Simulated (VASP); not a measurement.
# TaGa2O6 (Fm-3m) in VASP: a series of runs

Runs on TaGa2O6. Level: PBE. Tasks: single point, relaxation of cell and atoms.

Program: VASP 6.6.1. These are calculated values, not measurements. Logs are shortened: lines on timing, memory, paths and dates and some standing lists are left out, and cuts for length are marked.

## 1. The cell of the first run

It takes space group Fm-3m (No. 225, cubic). Conventional cell: a = 7.490 Å, b = 7.490 Å, c = 7.490 Å, α = 90.00°, β = 90.00°, γ = 90.00°. Within 3.5 Å of Ta (site symmetry m-3m) lie 12 O at 2.65 Å and 8 Ga at 3.24 Å. Ga (site symmetry -43m) has 6 O at 1.87 Å within 2.5 Å. O (site symmetry mmm) has 2 Ga at 1.87 Å within 2.5 Å.

## 2. Single point, PBE

The input, INCAR:

```
  PREC = Accurate
  ENCUT = 520
  EDIFF = 1E-7
  ISMEAR = 0
  SIGMA = 0.1
  LREAL = False
  LASPH = True
  NELM = 100
  ALGO = Normal
  ISIF = 2
  LWAVE = False
  LCHARG = True
  GGA = PE
  LELF = True
  LVHAR = True
  NBANDS = 46
```

The input, KPOINTS:

```
regular mesh
0
Gamma
  10 10 10
```

The input, POSCAR:

```
TaGa2O6
1.0
    0.0000000000      3.7448389004      3.7448389004
    3.7448389004      0.0000000000      3.7448389004
    3.7448389004      3.7448389004      0.0000000000
Ta Ga O
1 2 6
Direct
    0.0000000000      0.0000000000      0.0000000000
    0.7500000000      0.7500000000      0.7500000000
    0.2500000000      0.2500000000      0.2500000000
    0.5000000000      0.0000000000      0.0000000000
    0.0000000000      0.5000000000      0.5000000000
    0.0000000000      0.5000000000      0.0000000000
    0.5000000000      0.0000000000      0.5000000000
    0.0000000000      0.0000000000      0.5000000000
    0.5000000000      0.5000000000      0.0000000000
```

Potentials or basis: VASP PAW PBE potentials, release 64 (Ta_pv, Ga_d, O).

Run with:

```bash
$ cat potpaw_PBE.64/Ta_pv/POTCAR potpaw_PBE.64/Ga_d/POTCAR potpaw_PBE.64/O/POTCAR > POTCAR
$ mpirun -np 1 vasp_std > vasp.out
```

OUTCAR:

```text
PREC = Accurate
   ENCUT = 520
   EDIFF = 1E-7
   ISMEAR = 0
   LREAL = False
   LASPH = True
   NELM = 100
   ISIF = 2
   GGA = PE

 ion  position               nearest neighbor table
   1  0.000  0.000  0.000-   4 2.65   6 2.65   8 2.65   5 2.65   7 2.65   8 2.65   5 2.65   6 2.65
                             9 2.65   4 2.65   7 2.65   9 2.65   2 3.24   3 3.24   2 3.24   2 3.24
   2  0.750  0.750  0.750-   4 1.87   5 1.87   6 1.87   7 1.87   8 1.87   9 1.87   1 3.24   1 3.24
                             1 3.24   1 3.24
   3  0.250  0.250  0.250-   4 1.87   5 1.87   6 1.87   7 1.87   8 1.87   9 1.87   1 3.24   1 3.24
                             1 3.24   1 3.24
   4  0.500  0.000  0.000-   2 1.87   3 1.87   1 2.65   1 2.65
   5  0.000  0.500  0.500-   2 1.87   3 1.87   1 2.65   1 2.65
   6  0.000  0.500  0.000-   2 1.87   3 1.87   1 2.65   1 2.65
   7  0.500  0.000  0.500-   2 1.87   3 1.87   1 2.65   1 2.65
   8  0.000  0.000  0.500-   2 1.87   3 1.87   1 2.65   1 2.65
   9  0.500  0.500  0.000-   2 1.87   3 1.87   1 2.65   1 2.65

  LATTYP: Found a face centered cubic cell.
 ALAT       =     7.4896778008

  Lattice vectors:

 A1 = (   0.0000000000,   3.7448389004,   3.7448389004)
 A2 = (   3.7448389004,   0.0000000000,   3.7448389004)
 A3 = (   3.7448389004,   3.7448389004,   0.0000000000)

Analysis of symmetry for initial positions (statically):
=====================================================================
 Subroutine PRICEL returns:
 Original cell was already a primitive cell.

 Routine SETGRP: Setting up the symmetry group for a
 face centered cubic supercell.

 Subroutine GETGRP returns: Found 48 space group operations
[... 9 lines left out ...]

 Routine SETGRP: Setting up the symmetry group for a
 face centered cubic supercell.

 Subroutine GETGRP returns: Found 48 space group operations
[... 11 lines left out ...]
                                     Primitive cell

  volume of cell :     105.0339

  direct lattice vectors                    reciprocal lattice vectors
     0.000000000  3.744838900  3.744838900    -0.133517092  0.133517092  0.133517092
     3.744838900  0.000000000  3.744838900     0.133517092 -0.133517092  0.133517092
     3.744838900  3.744838900  0.000000000     0.133517092  0.133517092 -0.133517092

  length of vectors
     5.296001962  5.296001962  5.296001962     0.231258387  0.231258387  0.231258387

  position of ions in fractional coordinates (direct lattice)
     0.000000000  0.000000000  0.000000000
     0.750000000  0.750000000  0.750000000
     0.250000000  0.250000000  0.250000000
     0.500000000  0.000000000  0.000000000
     0.000000000  0.500000000  0.500000000
     0.000000000  0.500000000  0.000000000
     0.500000000  0.000000000  0.500000000
     0.000000000  0.000000000  0.500000000
     0.500000000  0.500000000  0.000000000

  ion indices of the primitive-cell ions
   primitive index   ion index
                 1           1
                 2           2
                 3           3
                 4           4
                 5           5
                 6           6
                 7           7
                 8           8
                 9           9

----------------------------------------------------------------------------------------

 KPOINTS: regular mesh

Automatic generation of k-mesh.
 Grid dimensions read from file:
 generate k-points for:   10   10   10

 Generating k-lattice:

  Cartesian coordinates                     Fractional coordinates (reciprocal lattice)
    -0.013351709  0.013351709  0.013351709     0.100000000  0.000000000  0.000000000
     0.013351709 -0.013351709  0.013351709     0.000000000  0.100000000  0.000000000
     0.013351709  0.013351709 -0.013351709     0.000000000  0.000000000  0.100000000

  Length of vectors
     0.023125839  0.023125839  0.023125839

  Shift w.r.t. Gamma in fractional coordinates (k-lattice)
     0.000000000  0.000000000  0.000000000

 Subroutine IBZKPT returns following result:
 ===========================================

 Found     47 irreducible k-points:

 Following reciprocal coordinates:
            Coordinates               Weight
  0.000000  0.000000  0.000000      1.000000
  0.100000  0.000000  0.000000      8.000000
  0.200000  0.000000  0.000000      8.000000
  0.300000  0.000000  0.000000      8.000000
  0.400000  0.000000  0.000000      8.000000
  0.500000  0.000000  0.000000      4.000000
[... 16 lines left out ...]
  0.300000  0.300000  0.000000      6.000000
  0.400000  0.300000  0.000000     24.000000
 [... further k-points ...]
   k-points           NKPTS =     47   k-points in BZ     NKDIM =     47   number of bands    NBANDS=     46
   number of dos      NEDOS =    301   number of ions     NIONS =      9
   total plane-waves  NPLWV =  64000
   dimension x,y,z NGX =    40 NGY =   40 NGZ =   40
   dimension x,y,z NGXF=    80 NGYF=   80 NGZF=   80
   ions per type =               1   2   6
   NGX,Y,Z   is equivalent  to a cutoff of  12.56, 12.56, 12.56 a.u.
   NGXF,Y,Z  is equivalent  to a cutoff of  25.11, 25.11, 25.11 a.u.
 SYSTEM =  unknown system
   PREC   = accura    normal or accurate (medium, high low for compatibility)
   ISTART =      0    job   : 0-new  1-cont  2-samecut
   ICHARG =      2    charge: 1-file 2-atom 10-const
   ISPIN  =      1    spin polarized calculation?
   LNONCOLLINEAR =      F non collinear calculations
   LSORBIT =      F    spin-orbit coupling
   LASPH  =      T    aspherical Exc in radial PAW
   ENCUT  =  520.0 eV  38.22 Ry    6.18 a.u.   9.85  9.85  9.85*2*pi/ulx,y,z
   NELM   =    100;   NELMIN=  2; NELMDL= -5     # of ELM steps
   EDIFF  = 0.1E-06   stopping-criterion for ELM
   LREAL  =      F    real-space projection
   EDIFFG = 0.1E-05   stopping-criterion for IOM
   NSW    =      0    number of steps for IOM
   IBRION =     -1    ionic relax: 0-MD 1-quasi-New 2-CG
   NFREE  =      0    steps in history (QN), initial steepest desc. (CG)
   ISIF   =      2    stress and relaxation
   ISYM   =      2    0-nonsym 1-usesym 2-fastsym
   POTIM  = 0.5000    time-step for ionic-motion
   TEBEG  =    0.0;   TEEND  =   0.0 temperature during run
   PSTRESS=    0.0 pullay stress
   NELECT =      73.0000    total number of electrons
   NUPDOWN=      -1.0000    fix difference up-down
   EMIN   =  10.00;   EMAX   =-10.00  energy-range for DOS
   EFERMI =   0.00;   METHOD = LEGACY
   ISMEAR =     0;   SIGMA  =   0.10  broadening in eV -4-tet -1-fermi 0-gaus
   EFERMI_NEDOS =   21; number of points for ismear=-14 and -15
   IALGO  =     38    algorithm
   IMIX   =      4    mixing-type and parameters
     AMIX     =   0.40;   BMIX     =  1.00
     AMIX_MAG =   1.60;   BMIX_MAG =  1.00
  volume/ion in A,a.u.               =      11.67        78.76
  Fermi-wavevector in a.u.,A,eV,Ry     =   1.450127  2.740342 28.611253  2.102868
  Thomas-Fermi vector in A             =   2.567775
   LORBIT       =      0    0 simple, 1 ext, 2 COOP (PROOUT), +10 PAW based schemes
   GGA     = PE    functional components
   LHFCALC =     F    Hartree Fock is set to
   AEXX    =    0.0000 exact exchange contribution
   IVDW    =     0    specifies the selected vdW correction
   LEPSILON=     F    determine dielectric tensor
   LRPA    =     F    only Hartree local field effects (RPA)
 non-spin polarized calculation
 Gauss-broadening in eV      SIGMA  =   0.10
  energy-cutoff  :      520.00
  volume of cell :      105.03
 maximum number of plane-waves:      2842
   NGX = 19   NGY = 19   NGZ = 19

 number of electron      73.0000037 magnetization

 Free energy of the ion-electron system (eV)
  ---------------------------------------------------
  ext. energy  EPLUGINS =         0.00000000
  ---------------------------------------------------
  free energy    TOTEN  =       -54.73898860 eV

  energy without entropy =      -54.70139328  energy(sigma->0) =      -54.72019094

 E-fermi :   2.8247     XC(G=0): -10.9728

 val. band max:        2.8242595655   @ k =   0.5000   0.3000   0.1000
 cond. band min:       2.8393701973   @ k =   0.3000   0.0000   0.0000
 fundamental gap:      0.0151106318
 Fermi energy:         2.8246552799

 k-point     1 :       0.0000    0.0000    0.0000
  band No.  band energies     occupation
      1     -34.5616      2.00000
      2     -34.5616      2.00000
      3     -34.5616      2.00000
      4     -16.2649      2.00000
      5     -14.3485      2.00000
      6     -14.3485      2.00000
[... 38 lines left out ...]
     45      11.7181      0.00000
     46      13.1910      0.00000

 k-point     2 :       0.1000    0.0000    0.0000
  band No.  band energies     occupation
      1     -34.5618      2.00000
      2     -34.5617      2.00000
      3     -34.5617      2.00000
      4     -16.2249      2.00000
      5     -14.4071      2.00000
      6     -14.3471      2.00000
[... 38 lines left out ...]
     45      11.8149      0.00000
     46      13.1909      0.00000

 k-point     3 :       0.2000    0.0000    0.0000
  band No.  band energies     occupation
      1     -34.5623      2.00000
      2     -34.5618      2.00000
      3     -34.5618      2.00000
      4     -16.1077      2.00000
      5     -14.5707      2.00000
      6     -14.3430      2.00000
[... 38 lines left out ...]
     45      12.0649      0.00000
     46      13.2100      0.00000

 k-point     4 :       0.3000    0.0000    0.0000
  band No.  band energies     occupation
      1     -34.5629      2.00000
      2     -34.5619      2.00000
      3     -34.5619      2.00000
      4     -15.9218      2.00000
      5     -14.8117      2.00000
      6     -14.3394      2.00000
[... 920 lines left out ...]
     45      12.3758      0.00000
     46      12.8816      0.00000

 k-point    23 :       0.3000    0.3000    0.0000
  band No.  band energies     occupation
      1     -34.5629      2.00000
      2     -34.5622      2.00000
      3     -34.5622      2.00000
      4     -15.8536      2.00000
      5     -14.7722      2.00000
      6     -14.3829      2.00000
[... 38 lines left out ...]
     45      12.5380      0.00000
     46      13.2702      0.00000

 k-point    24 :       0.4000    0.3000    0.0000
  band No.  band energies     occupation
      1     -34.5632      2.00000
      2     -34.5624      2.00000
      3     -34.5623      2.00000
      4     -15.7199      2.00000
      5     -14.8901      2.00000
      6     -14.4125      2.00000
[... 38 lines left out ...]
     45      12.4327      0.00000
     46      13.2394      0.00000

 [... further k-points ...]
[... 5 lines left out ...]
  --------------------------------------------------------------------------------------
  -------------------------------------------------------------------------------------
  Total        0.3181501      0.3181501      0.3181501     -0.0000000      0.0000000     -0.0000000
  in kB        4.8530332      4.8530332      4.8530332     -0.0000000      0.0000000     -0.0000000
  external PRESSURE =       4.8530332 kB  Pullay stress =       0.0000000 kB

 VOLUME and BASIS-vectors are now :
 -----------------------------------------------------------------------------
  energy-cutoff  :      520.00
  volume of cell :      105.03
      direct lattice vectors                 reciprocal lattice vectors
     0.000000000  3.744838900  3.744838900    -0.133517092  0.133517092  0.133517092
     3.744838900  0.000000000  3.744838900     0.133517092 -0.133517092  0.133517092
     3.744838900  3.744838900  0.000000000     0.133517092  0.133517092 -0.133517092

 POSITION                                       TOTAL-FORCE (eV/Angst)
 -----------------------------------------------------------------------------------
      0.00000      0.00000      0.00000        -0.000000      0.000000      0.000000
      5.61726      5.61726      5.61726        -0.000000     -0.000000     -0.000000
      1.87242      1.87242      1.87242         0.000000      0.000000      0.000000
      0.00000      1.87242      1.87242        -0.000000      0.000000      0.000000
      3.74484      1.87242      1.87242        -0.000000      0.000000      0.000000
      1.87242      0.00000      1.87242        -0.000000      0.000000      0.000000
      1.87242      3.74484      1.87242        -0.000000      0.000000      0.000000
      1.87242      1.87242      0.00000        -0.000000      0.000000      0.000000
      1.87242      1.87242      3.74484        -0.000000      0.000000      0.000000
 -----------------------------------------------------------------------------------
    total drift:                               -0.000000     -0.000000      0.000000

  FREE ENERGIE OF THE ION-ELECTRON SYSTEM (eV)
  ---------------------------------------------------
  free  energy   TOTEN  =       -54.7389886019 eV

  energy  without entropy=      -54.7013932845  energy(sigma->0) =      -54.72019094
```

It took 2.3 min on 1 thread of Intel Xeon 6975P-C (Granite Rapids), shared host; peak memory 0.36 GiB.

What came out:

```yaml
Free_energy: -54.7390 eV
Pressure: 0.5 GPa
```

Levels at points of the mesh, in eV from the Fermi level:
```
           k point  band 32  band 33  band 34  band 35  band 36  band 37  band 38  band 39  band 40  band 41
(0.00, 0.00, 0.00)    -0.75    -0.12    -0.12     0.13     0.13     0.19     0.19     0.19     0.21     0.21
(0.50, 0.00, 0.00)    -1.15    -0.75    -0.75    -0.21    -0.21    -0.11     0.52     0.52     0.68     2.32
(0.50, 0.50, 0.00)    -1.33    -1.33    -0.71    -0.71    -0.14     0.14     0.43     0.88     2.02     2.58
```

Caveat: spin-orbit coupling is left out, which moves the levels of the heavy elements; an odd number of electrons without spin polarisation forces a metal; a magnetic or distorted state may lie lower.

## 3. Relaxation of cell and atoms, PBE

The input, INCAR:

```
SYSTEM = TaGa2O6
  ALGO = Normal
  EDIFF = 1E-7
  EDIFFG = -0.01
  ENCUT = 600
  GGA = PE
  IBRION = 2
  ISIF = 3
  ISMEAR = 0
  LASPH = .TRUE.
  LCHARG = .FALSE.
  LREAL = .FALSE.
  LWAVE = .FALSE.
  NELM = 100
  NSW = 100
  PREC = Accurate
  SIGMA = 0.1
```

The input, KPOINTS:

```
k-points
0
G
  10 10 10
  0 0 0
```

Edit POSCAR of step 2 so:

```diff
@@ -2,5 +2,5 @@
 1.0
-    0.0000000000      3.7448389004      3.7448389004
-    3.7448389004      0.0000000000      3.7448389004
-    3.7448389004      3.7448389004      0.0000000000
+    0.0000000000      3.7452912950      3.7452912950
+    3.7452912950      0.0000000000      3.7452912950
+    3.7452912950      3.7452912950      0.0000000000
 Ta Ga O
```

Potentials or basis: VASP PAW PBE potentials, release 64 (Ta_pv, Ga_d, O).

Run with:

```bash
$ cat potpaw_PBE.64/Ta_pv/POTCAR potpaw_PBE.64/Ga_d/POTCAR potpaw_PBE.64/O/POTCAR > POTCAR
$ mpirun -np 1 vasp_std > vasp.out
```

It took 5.1 min on 1 thread of Intel Xeon 6975P-C (Granite Rapids), shared host; peak memory 0.42 GiB.

Results (log left out):

```yaml
Free_energy: -54.7509 eV
Relaxed_volume: 11.69 Å³/atom
Relaxed_cell: a = 5.299 Å, b = 5.299 Å, c = 5.299 Å, α = 60.00°, β = 60.00°, γ = 60.00°
Space_group_after_relaxing_to_0.05_Å: Fm-3m (No. 225)
Energy_gained_by_relaxing: 0.0 meV/atom
Ionic_steps: 3
Pressure_after_relaxing: 0.0 GPa
```

Final structure:
```
Ta Ga O
1.0
     0.00000    3.74686    3.74686
     3.74686    0.00000    3.74686
     3.74686    3.74686    0.00000
Ta Ga O
1 2 6
Cartesian
  0.0000 0.0000 0.0000
  5.6203 5.6203 5.6203
  1.8734 1.8734 1.8734
  0.0000 1.8734 1.8734
  3.7469 1.8734 1.8734
  1.8734 0.0000 1.8734
  1.8734 3.7469 1.8734
  1.8734 1.8734 0.0000
  1.8734 1.8734 3.7469
```

Levels at points of the mesh, in eV from the Fermi level:
```
           k point  band 33  band 34  band 35  band 36  band 37  band 38  band 39  band 40
(0.00, 0.00, 0.00)    -0.12    -0.12     0.13     0.13     0.19     0.19     0.19     0.21
(0.50, 0.00, 0.00)    -0.75    -0.75    -0.21    -0.21    -0.11     0.52     0.52     0.68
(0.50, 0.50, 0.00)    -1.33    -0.71    -0.71    -0.15     0.14     0.42     0.88     2.02
```

Caveat: spin-orbit coupling is left out, which moves the levels of the heavy elements; an odd number of electrons without spin polarisation forces a metal; a magnetic or distorted state may lie lower.

## 4. Single point, PBE

This run uses another cell than the first one, of 12.08 Å³/atom, 1.035 times its volume.

The input, INCAR:

```
PREC = Accurate ; ENCUT = 520
EDIFF = 1E-7 ; ISMEAR = 0
SIGMA = 0.1 ; LREAL = F
LASPH = T ; NELM = 100
ALGO = Normal ; ISIF = 2
LWAVE = F ; LCHARG = F
GGA = PE ; NBANDS = 46
```

The input, KPOINTS:

```
regular mesh
0
Gamma
  4 4 4
```

Edit POSCAR of step 3 so:

```diff
@@ -2,5 +2,5 @@
 1.0
-    0.0000000000      3.7452912950      3.7452912950
-    3.7452912950      0.0000000000      3.7452912950
-    3.7452912950      3.7452912950      0.0000000000
+    0.0000000000      3.7882457000      3.7882457000
+    3.7882457000      0.0000000000      3.7882457000
+    3.7882457000      3.7882457000      0.0000000000
 Ta Ga O
```

Run with:

```bash
$ cat potpaw_PBE.64/Ta_pv/POTCAR potpaw_PBE.64/Ga_d/POTCAR potpaw_PBE.64/O/POTCAR > POTCAR
$ mpirun -np 1 vasp_std > vasp.out
```

Run time: 37 s. Hardware: 1 thread of Intel Xeon 6975P-C (Granite Rapids), shared host; peak memory 0.25 GiB.

The run converged. Its results:

```yaml
Free_energy: -54.6759 eV
Pressure: -5.2 GPa
```

Levels at points of the mesh, in eV from the Fermi level:
```
           k point  band 34  band 35  band 36  band 37  band 38  band 39
(0.00, 0.00, 0.00)    -0.21     0.09     0.09     0.13     0.13     0.13
(0.50, 0.00, 0.00)    -0.75    -0.22    -0.22    -0.11     0.46     0.46
(0.50, 0.50, 0.00)    -0.69    -0.69    -0.23     0.13     0.36     0.80
```

Caveat: spin-orbit coupling is left out, which moves the levels of the heavy elements; an odd number of electrons without spin polarisation forces a metal; a magnetic or distorted state may lie lower.

## 5. Overview

```tsv
task	cell	k mesh	cutoff (eV)	gap on the mesh (eV)	pressure (GPa)
single point	a = 5.296 Å, angles 60.0°, 9 atoms	10 × 10 × 10	520	none	0.5
relaxation of cell and atoms	relaxed from a = 5.297 Å, angles 60.0°, 9 atoms	10 × 10 × 10	600	none	0.0
single point	a = 5.357 Å, angles 60.0°, 9 atoms	4 × 4 × 4	520	none	-5.2
```

Alike in all rows: level PBE; potentials or basis VASP PAW PBE potentials, release 64 (Ta_pv, Ga_d, O); no spin polarisation; smearing gaussian 0.1 eV.

Caveats: spin-orbit coupling is left out, which moves the levels of the heavy elements; an odd number of electrons without spin polarisation forces a metal; a magnetic or distorted state may lie lower.

Absolute energies hang on the potentials; compare differences alone.
